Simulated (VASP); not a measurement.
# Sr (P6_3/mmc) in VASP: further runs

Sr is run at these levels: PBEsol; tasks: relaxation of cell and atoms.

Program: VASP 6.6.1. These are calculated values, not measurements. Logs are shortened: lines on timing, memory, paths and dates and some standing lists are left out, and cuts for length are marked.

**1. The cell of the first run**

It takes space group P6_3/mmc (No. 194, hexagonal). Conventional cell: a = 3.133 Å, b = 3.133 Å, c = 5.075 Å, α = 90.00°, β = 90.00°, γ = 120.00°. Sr (site symmetry -6m2) has 12 Sr at 3.12 to 3.13 Å within 4.1 Å.

This isn't the form of Sr at room conditions, which is fcc.

**2. Relaxation of cell and atoms, PBEsol, target pressure 36 GPa, at which the enthalpy is minimised**

INCAR

```
ALGO = Normal
EDIFF = 1E-7
EDIFFG = -0.005
ENCUT = 600
GGA = PS
IBRION = 2
ISIF = 3
ISMEAR = -1
LASPH = T
LCHARG = F
LREAL = F
LWAVE = F
NELM = 100
NSW = 60
PREC = Accurate
PSTRESS = 360.0
SIGMA = 0.08
```

KPOINTS

```
k-points
0
Gamma
  14 14 8
```

POSCAR

```
Sr
1.0
    3.1329356573      0.0000000000      0.0000000000
   -1.5664678286      2.7132018676      0.0000000000
    0.0000000000      0.0000000000      5.0753557648
Sr
2
Direct
    0.3333333333      0.6666666667      0.2500000000
    0.6666666667      0.3333333333      0.7500000000
```

Potentials or basis: VASP PAW PBE potentials, release 64 (Sr_sv).

The run is started by

```sh
$ cat potpaw_PBE.64/Sr_sv/POTCAR > POTCAR
$ mpirun -np 1 vasp_std > vasp.out
```

OUTCAR:

```text
EDIFF = 1E-7
   EDIFFG = -0.005
   ENCUT = 600
   GGA = PS
   IBRION = 2
   ISIF = 3
   ISMEAR = -1
   LASPH = T
   LREAL = F
   NELM = 100
   NSW = 60
   PREC = Accurate
   PSTRESS = 360.0

 ion  position               nearest neighbor table
   1  0.333  0.667  0.250-   2 3.12   2 3.12   2 3.12   2 3.12   2 3.12   2 3.12   2 4.42   2 4.42
                             2 4.42   2 4.42   2 4.42   2 4.42
   2  0.667  0.333  0.750-   1 3.12   1 3.12   1 3.12   1 3.12   1 3.12   1 3.12   1 4.42   1 4.42
                             1 4.42   1 4.42   1 4.42   1 4.42

  LATTYP: Found a hexagonal cell.
 ALAT       =     3.1329356573
 C/A-ratio  =     1.6200000000

  Lattice vectors:

 A1 = (   3.1329356573,   0.0000000000,   0.0000000000)
 A2 = (  -1.5664678286,   2.7132018676,   0.0000000000)
 A3 = (   0.0000000000,   0.0000000000,   5.0753557648)

Analysis of symmetry for initial positions (statically):
=====================================================================
 Subroutine PRICEL returns:
 Original cell was already a primitive cell.

 Routine SETGRP: Setting up the symmetry group for a
 hexagonal supercell.

 Subroutine GETGRP returns: Found 24 space group operations
 (whereof 12 operations were pure point group operations)
 out of a pool of 24 trial point group operations.

The static configuration has the point symmetry D_3d.
 The point group associated with its full space group is D_6h.

Analysis of symmetry for dynamics (positions and initial velocities):
=====================================================================
 Subroutine PRICEL returns:
 Original cell was already a primitive cell.

 Routine SETGRP: Setting up the symmetry group for a
 hexagonal supercell.

 Subroutine GETGRP returns: Found 24 space group operations
 (whereof 12 operations were pure point group operations)
 out of a pool of 24 trial point group operations.

The dynamic configuration has the point symmetry D_3d.
 The point group associated with its full space group is D_6h.

 Subroutine INISYM returns: Found 24 space group operations
 (whereof 12 operations are pure point group operations),
 and found     1 'primitive' translations

----------------------------------------------------------------------------------------

                                     Primitive cell

  volume of cell :      43.1420

  direct lattice vectors                    reciprocal lattice vectors
     3.132935657  0.000000000  0.000000000     0.319189447  0.184284113  0.000000000
    -1.566467829  2.713201868  0.000000000     0.000000000  0.368568226  0.000000000
     0.000000000  0.000000000  5.075355765     0.000000000  0.000000000  0.197030523

  length of vectors
     3.132935657  3.132935657  5.075355765     0.368568226  0.368568226  0.197030523

  position of ions in fractional coordinates (direct lattice)
     0.333333333  0.666666667  0.250000000
     0.666666667  0.333333333  0.750000000

  ion indices of the primitive-cell ions
   primitive index   ion index
                 1           1
                 2           2

----------------------------------------------------------------------------------------

 KPOINTS: k-points

Automatic generation of k-mesh.
 Grid dimensions read from file:
 generate k-points for:   14   14    8

 Generating k-lattice:

  Cartesian coordinates                     Fractional coordinates (reciprocal lattice)
     0.022799246  0.013163151  0.000000000     0.071428571 -0.000000000  0.000000000
     0.000000000  0.026326302  0.000000000     0.000000000  0.071428571  0.000000000
     0.000000000  0.000000000  0.024628815     0.000000000  0.000000000  0.125000000

  Length of vectors
     0.026326302  0.026326302  0.024628815

  Shift w.r.t. Gamma in fractional coordinates (k-lattice)
     0.000000000  0.000000000  0.000000000

 Subroutine IBZKPT returns following result:
 ===========================================

 Found    120 irreducible k-points:

 Following reciprocal coordinates:
            Coordinates               Weight
  0.000000  0.000000  0.000000      1.000000
  0.071429 -0.000000  0.000000      6.000000
  0.142857  0.000000  0.000000      6.000000
  0.214286  0.000000  0.000000      6.000000
  0.285714 -0.000000  0.000000      6.000000
  0.357143 -0.000000  0.000000      6.000000
[... 16 lines left out ...]
  0.285714  0.285714  0.000000      6.000000
  0.357143  0.285714  0.000000      6.000000
 [... further k-points ...]
   k-points           NKPTS =    120   k-points in BZ     NKDIM =    120   number of bands    NBANDS=     14
   number of dos      NEDOS =    301   number of ions     NIONS =      2
   total plane-waves  NPLWV =  32928
   dimension x,y,z NGX =    28 NGY =   28 NGZ =   42
   dimension x,y,z NGXF=    56 NGYF=   56 NGZF=   84
   ions per type =               2
   NGX,Y,Z   is equivalent  to a cutoff of  14.86, 14.86, 13.76 a.u.
   NGXF,Y,Z  is equivalent  to a cutoff of  29.72, 29.72, 27.51 a.u.
 SYSTEM =  unknown system
   PREC   = accura    normal or accurate (medium, high low for compatibility)
   ISTART =      0    job   : 0-new  1-cont  2-samecut
   ICHARG =      2    charge: 1-file 2-atom 10-const
   ISPIN  =      1    spin polarized calculation?
   LNONCOLLINEAR =      F non collinear calculations
   LSORBIT =      F    spin-orbit coupling
   LASPH  =      T    aspherical Exc in radial PAW
   ENCUT  =  600.0 eV  44.10 Ry    6.64 a.u.   6.26  6.26 10.14*2*pi/ulx,y,z
   NELM   =    100;   NELMIN=  2; NELMDL= -5     # of ELM steps
   EDIFF  = 0.1E-06   stopping-criterion for ELM
   LREAL  =      F    real-space projection
   EDIFFG = -.5E-02   stopping-criterion for IOM
   NSW    =     60    number of steps for IOM
   IBRION =      2    ionic relax: 0-MD 1-quasi-New 2-CG
   NFREE  =      1    steps in history (QN), initial steepest desc. (CG)
   ISIF   =      3    stress and relaxation
   ISYM   =      2    0-nonsym 1-usesym 2-fastsym
   POTIM  = 0.5000    time-step for ionic-motion
   TEBEG  =    0.0;   TEEND  =   0.0 temperature during run
   PSTRESS=  360.0 pullay stress
   NELECT =      20.0000    total number of electrons
   NUPDOWN=      -1.0000    fix difference up-down
   EMIN   =  10.00;   EMAX   =-10.00  energy-range for DOS
   EFERMI =   0.00;   METHOD = LEGACY
   ISMEAR =    -1;   SIGMA  =   0.08  broadening in eV -4-tet -1-fermi 0-gaus
   EFERMI_NEDOS =   21; number of points for ismear=-14 and -15
   IALGO  =     38    algorithm
   IMIX   =      4    mixing-type and parameters
     AMIX     =   0.40;   BMIX     =  1.00
     AMIX_MAG =   1.60;   BMIX_MAG =  1.00
  volume/ion in A,a.u.               =      21.57       145.57
  Fermi-wavevector in a.u.,A,eV,Ry     =   1.267024  2.394328 21.842107  1.605350
  Thomas-Fermi vector in A             =   2.400194
   LORBIT       =      0    0 simple, 1 ext, 2 COOP (PROOUT), +10 PAW based schemes
   GGA     = PS    functional components
   LHFCALC =     F    Hartree Fock is set to
   AEXX    =    0.0000 exact exchange contribution
   IVDW    =     0    specifies the selected vdW correction
   LEPSILON=     F    determine dielectric tensor
   LRPA    =     F    only Hartree local field effects (RPA)
 conjugate gradient relaxation of ions
 non-spin polarized calculation
  energy-cutoff  :      600.00
  volume of cell :       43.14
 maximum number of plane-waves:      1456
 NGX is ok and might be reduce to    28
   NGX = 13   NGY = 13   NGZ = 21

--------------------------------------- Ionic step        1  -------------------------------------------

 number of electron      20.0000000 magnetization

 Free energy of the ion-electron system (eV)
  ---------------------------------------------------
  ext. energy  EPLUGINS =         0.00000000
  ---------------------------------------------------
  free energy    TOTEN  =         0.26085724 eV

  energy without entropy =        0.29579322  energy(sigma->0) =        0.27832523

------------------------ aborting loop because EDIFF is reached ----------------------------------------

  FORCE on cell =-STRESS in cart. coord.  units (eV):
  Direction    XX          YY          ZZ          XY          YZ          ZX
  --------------------------------------------------------------------------------------
  -------------------------------------------------------------------------------------
  Total       10.2010695     10.2010695      8.9750355      0.0000000      0.0000000      0.0000000
  in kB      378.8403373    378.8403373    333.3087274      0.0000000      0.0000000      0.0000000
  external PRESSURE =       3.6631340 kB  Pullay stress =     360.0000000 kB
[... 289 lines left out ...]
  enthalpy is  TOTEN    =         9.9177693113 eV   P V=        9.5943626462

--------------------------------------- Ionic step        9  -------------------------------------------

 number of electron      20.0000000 magnetization

 Free energy of the ion-electron system (eV)
  ---------------------------------------------------
  ext. energy  EPLUGINS =         0.00000000
  ---------------------------------------------------
  free energy    TOTEN  =         0.32882624 eV

  energy without entropy =        0.35161617  energy(sigma->0) =        0.34022121

 E-fermi :   6.0757     XC(G=0): -11.0994

 val. band max:        6.0025431657   @ k =   0.2857   0.2143   0.2500
 cond. band min:       6.0885454551   @ k =   0.2143   0.2143   0.1250
 fundamental gap:      0.0860022894
 Fermi energy:         6.0756810107

 k-point     1 :       0.0000    0.0000    0.0000
  band No.  band energies     occupation
      1     -29.8841      2.00000
      2     -29.0385      2.00000
      3     -13.5445      2.00000
      4     -10.8560      2.00000
      5     -10.8560      2.00000
      6     -10.2933      2.00000
      7     -10.2933      2.00000
      8     -10.0180      2.00000
      9       2.4121      2.00000
     10       3.9433      2.00000
     11       8.8114      0.00000
     12       8.8114      0.00000
     13      10.2080      0.00000
     14      10.2751      0.00000
[... 375 lines left out ...]
 k-point    24 :       0.3571    0.2857    0.0000
  band No.  band energies     occupation
      1     -29.1474      2.00000
      2     -29.0771      2.00000
      3     -12.6702      2.00000
      4     -12.0482      2.00000
      5     -12.0084      2.00000
      6     -11.7454      2.00000
      7     -11.4627      2.00000
      8     -11.2291      2.00000
      9       4.5411      2.00000
     10       6.4085      0.03074
     11       6.7899      0.00027
     12       7.2008      0.00000
     13       8.9377      0.00000
     14       9.4335      0.00000

 [... further k-points ...]
[... 5 lines left out ...]
  --------------------------------------------------------------------------------------
  -------------------------------------------------------------------------------------
  Total        9.5909992      9.5909992      9.5890579      0.0000000      0.0000000      0.0000000
  in kB      360.0773243    360.0773242    360.0044405      0.0000000      0.0000000      0.0000000
  external PRESSURE =       0.0530297 kB  Pullay stress =     360.0000000 kB
[... 17 lines left out ...]
  FREE ENERGIE OF THE ION-ELECTRON SYSTEM (eV)
  ---------------------------------------------------
  free  energy   TOTEN  =         0.3288262444 eV

  energy  without entropy=        0.3516161690  energy(sigma->0) =        0.34022121

  enthalpy is  TOTEN    =         9.9177658168 eV   P V=        9.5889395724

 reached required accuracy - stopping structural energy minimisation
```

Wall time 5.9 min (1 thread of Intel Xeon Platinum 8559C (Emerald Rapids), shared host); peak memory 0.23 GiB.

Results:

```
Free energy                                                : 0.3288 eV
Relaxed volume                                             : 21.34 Å³/atom
Relaxed cell                                               : a = 3.208 Å, b = 3.208 Å, c = 4.787 Å, α = 90.00°, β = 90.00°, γ = 120.00°
Space group after relaxing (to 0.1 Å)                      : P6_3/mmc (No. 194)
Energy change on relaxing (the run minimises the enthalpy) : +34.0 meV/atom
Ionic steps                                                : 9
Pressure after relaxing                                    : 36.0 GPa
Band gap on the k mesh                                     : zero (bands 10 and 11 overlap by 1.13 eV)
```

Step by step:
```csv
step,energy change (eV),largest force (eV/Å),pressure (GPa),volume (Å³)
1,0.0000,0.0000,36.37,43.14
2,-0.0863,0.0000,35.23,43.44
3,-0.1626,0.0000,34.09,43.74
4,0.0850,0.0000,36.11,42.60
5,0.0609,0.0000,35.92,42.71
6,0.0563,0.0000,35.88,42.73
7,0.0623,0.0000,35.96,42.70
8,0.0625,0.0000,35.96,42.70
9,0.0680,0.0000,36.01,42.68
```

Final structure:
```
Sr
1.0
     3.20847    0.00000    0.00000
    -1.60424    2.77862    0.00000
     0.00000    0.00000    4.78687
Sr
2
Direct
  0.33333 0.66667 0.25000
  0.66667 0.33333 0.75000
```

Caveat: the cell is relaxed towards a set pressure, so the run minimises the enthalpy, not the energy; the PAW data sets were made with another functional, which shifts forces and pressure a little.

[end of part 1 of 2]
